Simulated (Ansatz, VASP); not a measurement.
One calculation of ZnS, two programs

The input INCAR:

```
SYSTEM = ZnS
ALGO = Normal ; EDIFF = 1E-6
ENCUT = 520 ; GGA = PE
ISIF = 2 ; ISMEAR = 0
LASPH = .True. ; LCHARG = .True.
LELF = .True. ; LREAL = .False.
LVHAR = .True. ; LWAVE = .False.
NBANDS = 46 ; NELM = 80
PREC = Accurate ; SIGMA = 0.01
```

File KPOINTS:

```
k-points
0
Gamma
  6 6 2
  0 0 0
```

The input POSCAR:

```
ZnS
1.0
    3.9221714387      0.0000000000      0.0000000000
   -1.9610857194      3.3967001039      0.0000000000
    0.0000000000      0.0000000000     12.8370183897
Zn S
4 4
Direct
    0.0000000000      0.0000000000      0.0000505559
    0.0000000000      0.0000000000      0.5000505559
    0.3333333333      0.6666666667      0.2500239772
    0.6666666667      0.3333333333      0.7500239772
    0.0000000000      0.0000000000      0.1872897615
    0.0000000000      0.0000000000      0.6872897615
    0.3333333333      0.6666666667      0.4376357054
    0.6666666667      0.3333333333      0.9376357054
```

Input for Ansatz:

```yaml
crystal:
  lattice:
    - [3.9221714387, 0.0, 0.0]
    - [-1.9610857194, 3.3967001039, 0.0]
    - [0.0, 0.0, 12.8370183897]
  atoms:
    - { symbol: Zn, position: [0.0, 0.0, 5.05559e-05] }
    - { symbol: Zn, position: [0.0, 0.0, 0.5000505559] }
    - { symbol: Zn, position: [0.3333333333, 0.6666666667, 0.2500239772] }
    - { symbol: Zn, position: [0.6666666667, 0.3333333333, 0.7500239772] }
    - { symbol: S, position: [0.0, 0.0, 0.1872897615] }
    - { symbol: S, position: [0.0, 0.0, 0.6872897615] }
    - { symbol: S, position: [0.3333333333, 0.6666666667, 0.4376357054] }
    - { symbol: S, position: [0.6666666667, 0.3333333333, 0.9376357054] }
kpoints:
  mp_grid: { grid: [6, 6, 2] }
hamiltonian:
  xc: pbe
scf:
  occupations: { method: fixed }
  n_extra_bands: 6
output:
  forces: true
  stress: true
  eigenvalues: true
```

Alike in both runs: task single point; functional PBE; k mesh 6 × 6 × 2; no spin polarisation.

|  | VASP | Ansatz |
| --- | --- | --- |
| version | VASP 6.6.1 | Ansatz 0.2.0 |
| potentials or method | VASP PAW PBE potentials, release 64 (Zn, S) | plane waves, PAW |
| plane-wave cutoff (eV) | 520 | 420 |
| occupations | gaussian, width 0.01 eV | fixed |
| valence electrons in the cell | 72 | 72 |

```csv
,VASP,Ansatz,Ansatz less VASP
gap on the k mesh at the Fermi level (eV),1.80,1.80,-0.001
pressure (GPa),-3.4,-3.5,-0.11
```
